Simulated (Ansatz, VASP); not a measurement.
## One calculation of GaP, two programs

INCAR

```
SYSTEM = GaP
ALGO = Normal
EDIFF = 1E-7
ENCUT = 520
GGA = PS
ISIF = 2
ISMEAR = 1
LASPH = .True.
LCHARG = .True.
LELF = .True.
LREAL = .False.
LVHAR = .True.
LWAVE = .False.
NBANDS = 26
NELM = 60
PREC = Accurate
SIGMA = 0.1
```

File KPOINTS:

```
k-points
0
Gamma
  12 12 12
  0 0 0
```

Contents of POSCAR:

```
GaP
1.0
    1.9430151755      1.1218003346      6.3665019993
   -1.9430151755      1.1218003346      6.3665019993
    0.0000000000     -2.2436006692      6.3665019993
Ga P
2 2
Direct
    0.4353720000      0.4353720000      0.4353720000
    0.5646280000      0.5646280000      0.5646280000
    0.0573890000      0.0573890000      0.0573890000
    0.9426110000      0.9426110000      0.9426110000
```

Input for Ansatz:

```yaml
crystal:
  lattice:
    - [1.9430151755, 1.1218003346, 6.3665019993]
    - [-1.9430151755, 1.1218003346, 6.3665019993]
    - [0.0, -2.2436006692, 6.3665019993]
  atoms:
    - { symbol: Ga, position: [0.435372, 0.435372, 0.435372] }
    - { symbol: Ga, position: [0.564628, 0.564628, 0.564628] }
    - { symbol: P, position: [0.057389, 0.057389, 0.057389] }
    - { symbol: P, position: [0.942611, 0.942611, 0.942611] }
basis:
  ecutwfc: 420
kpoints:
  mp_grid: { grid: [12, 12, 12] }
hamiltonian:
  xc: pbesol
scf:
  occupations: { method: cold, width: 0.1 }
output:
  forces: true
  stress: true
  eigenvalues: true
```

Change from the starting cell: strain -0.0100 x Voigt [0, 0, 1, 0, 0, 0], atoms carried along.

Alike in both runs: task single point; functional PBEsol; k mesh 12 × 12 × 12; no spin polarisation.

|  | VASP | Ansatz |
| --- | --- | --- |
| version | VASP 6.6.1 | Ansatz 0.2.0 |
| potentials or method | VASP PAW PBE potentials, release 64 (Ga_d, P), cutoff 520 eV | scalar-relativistic, plane waves, PAW |
| occupations | methfessel-paxton of order 1, width 0.1 eV | cold, width 0.1 eV |
| valence electrons in the cell | 36 | 36 |

```tsv
	VASP	Ansatz	Ansatz less VASP
gap on the k mesh at the Fermi level (eV)	0.79	0.78	-0.011
least direct gap on the mesh (eV)	0.96	0.96	+0.002
pressure (GPa)	-2.1	-2.0	+0.03
traceless stress, the component that is largest in VASP (GPa)	1.62	1.63	+0.012
rms of the force components (eV/Å)	0.100	0.106	+0.0060
```

VASP's potentials were made for PBE, not for PBEsol. Atom by atom the forces differ by 0.007 eV/Å (rms over components).
